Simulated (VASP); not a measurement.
# Ir: single point with LDA

Crystal: Ir.

```xyz
1
Lattice="0.0000 1.9048 1.9048 1.9048 0.0000 1.9048 1.9048 1.9048 0.0000" Properties=species:S:1:pos:R:3 pbc="T T T"
Ir    0.0000    0.0000    0.0000
```

```
Program             : VASP 6.6.1
Task                : single point
Functional          : LDA
Potentials or basis : VASP PAW LDA potentials, release 64 (Ir_sv_GW)
Cutoff              : 560 eV
k mesh              : 12 × 12 × 12
Occupations         : gaussian, width 0.1 eV
Spin                : no spin polarisation
```

```
Pressure               : -0.4 GPa
Band gap on the k mesh : zero (an odd number of electrons rules out a gap without spin polarisation)
```

Levels at points of the mesh, in eV from the Fermi level:
```
           k point  band 4  band 5  band 6  band 7  band 8  band 9  band 10  band 11  band 12  band 13
(0.00, 0.00, 0.00)  -49.30  -11.38   -4.10   -4.10   -4.10   -1.28    -1.28    13.53    19.13    19.13
(0.50, 0.00, 0.00)  -49.42   -8.40   -4.20   -4.20   -0.80    0.90     0.90     7.48    13.20    19.21
(0.50, 0.50, 0.00)  -49.62   -8.23   -7.66    0.88    1.50    1.50     1.70    10.82    11.55    11.55
```

It took 10 s on 1 thread of Intel(R) Xeon(R) Platinum 8259CL CPU @ 2.50GHz (Skylake/Cascade Lake) (shared host), peak memory 0.15 GiB.

Caveat: spin-orbit coupling is left out, which moves the levels of the heavy elements.
